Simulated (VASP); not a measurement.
SnO2:

```xyz
12
Lattice="5.1753 0.0000 0.0000 0.0000 5.1753 0.0000 0.0000 0.0000 5.1753" Properties=species:S:1:pos:R:3 pbc="T T T"
Sn    0.0000    0.0000    0.0000
Sn    2.5876    0.0000    2.5876
Sn    2.5876    2.5876    0.0000
Sn    0.0000    2.5876    2.5876
O     3.4214    4.3415    0.8337
O     4.3415    0.8337    3.4214
O     0.8337    3.4214    4.3415
O     1.7539    1.7539    1.7539
O     3.4214    3.4214    3.4214
O     4.3415    1.7539    0.8337
O     0.8337    4.3415    1.7539
O     1.7539    0.8337    4.3415
```

- Program: VASP 6.6.1
- Task: relaxation of cell and atoms
- Functional: RPBE
- Dispersion: D3(BJ)
- Potentials or basis: VASP PAW PBE potentials, release 64 (Sn_d, O)
- Cutoff: 600 eV
- k mesh: 5 × 5 × 5
- Occupations: fermi-dirac, width 0.05 eV
- Spin: no spin polarisation

At the start: pressure -13.8 GPa; volume 11.55 Å³/atom.

Where does the relaxation end?

Over 8 steps the energy falls by 37.8 meV/atom and the volume is 10.73 Å³/atom (-7.1 %); space group Pa-3 (No. 205, to 0.1 Å) before and after.

The path:
| step | energy change (eV) | largest force (eV/Å) | pressure (GPa) | volume (Å³) |
| --- | --- | --- | --- | --- |
| 1 | 0.0000 | 0.0002 | -13.79 | 138.61 |
| 2 | 0.1314 | 0.1949 | 21.08 | 119.60 |
| 3 | -0.4443 | 0.0807 | -0.17 | 129.16 |
| 4 | -0.4444 | 0.0827 | 0.09 | 128.98 |
| 5 | -0.4466 | 0.0722 | 0.10 | 128.95 |
| 6 | -0.4514 | 0.0406 | 0.11 | 128.87 |
| 7 | -0.4523 | 0.0311 | 0.09 | 128.72 |
| 8 | -0.4534 | 0.0016 | 0.10 | 128.78 |

Final structure:
```
CELL_PARAMETERS angstrom
5.04996 0.00000 0.00000
0.00000 5.04996 0.00000
0.00000 0.00000 5.04996
ATOMIC_POSITIONS crystal
Sn 0.00000 0.00000 0.00000
Sn 0.50000 0.00000 0.50000
Sn 0.50000 0.50000 0.00000
Sn 0.00000 0.50000 0.50000
O 0.65808 0.84192 0.15808
O 0.84192 0.15808 0.65808
O 0.15808 0.65808 0.84192
O 0.34192 0.34192 0.34192
O 0.65808 0.65808 0.65808
O 0.84192 0.34192 0.15808
O 0.15808 0.84192 0.34192
O 0.34192 0.15808 0.84192
```

Caveat: the PAW data sets were made with another functional, which shifts forces and pressure a little.
